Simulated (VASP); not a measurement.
Here is a VASP 6.6.1 calculation.

File POSCAR:

```
SrO
1.0
    0.0000000000      2.5456586500      2.5456586500
    2.5456586500      0.0000000000      2.5456586500
    2.5456586500      2.5456586500      0.0000000000
Sr O
1 1
Direct
    0.5000000000      0.5000000000      0.5000000000
    0.0000000000      0.0000000000      0.0000000000
```

INCAR.step1

```
  PREC = Accurate
  ENCUT = 520
  ISMEAR = -1
  SIGMA = 0.02
  LREAL = False
  LASPH = True
  NELM = 80
  GGA = PE
  ALGO = Normal
  EDIFF = 1E-4
  LWAVE = True
  LCHARG = False
```

File INCAR.step2:

```
  PREC = Accurate
  ENCUT = 520
  EDIFF = 1E-6
  ISMEAR = -1
  SIGMA = 0.02
  LREAL = False
  LASPH = True
  NELM = 80
  ALGO = Normal
  ISIF = 2
  LWAVE = False
  LCHARG = False
  METAGGA = R2SCAN
  LMIXTAU = True
  IBRION = 2
  NSW = 50
  EDIFFG = -0.01
  ISTART = 1
```

The input KPOINTS:

```
regular mesh
0
Gamma
  10 10 10
```

Potentials or basis: VASP PAW PBE potentials, release 64 (Sr_sv, O).

Command:

```bash
$ cat potpaw_PBE.64/Sr_sv/POTCAR potpaw_PBE.64/O/POTCAR > POTCAR
$ cp INCAR.step1 INCAR
$ mpirun -np 1 vasp_std > vasp.out
$ cp INCAR.step2 INCAR
$ mpirun -np 1 vasp_std > vasp.out
```

Question: Estimate the band gap on the k mesh.

Answer: 3.72 eV (least direct gap 3.79 eV).

Final structure:
```
CELL_PARAMETERS angstrom
0.00000 2.54566 2.54566
2.54566 0.00000 2.54566
2.54566 2.54566 0.00000
ATOMIC_POSITIONS crystal
Sr 0.50000 0.50000 0.50000
O 0.00000 0.00000 0.00000
```

Caveat: the relaxation stopped at its first step, so nothing moved; the PAW data sets were made with another functional, which shifts forces and pressure a little. r2SCAN opens gaps a little over a GGA but as a rule still falls short of measured ones.
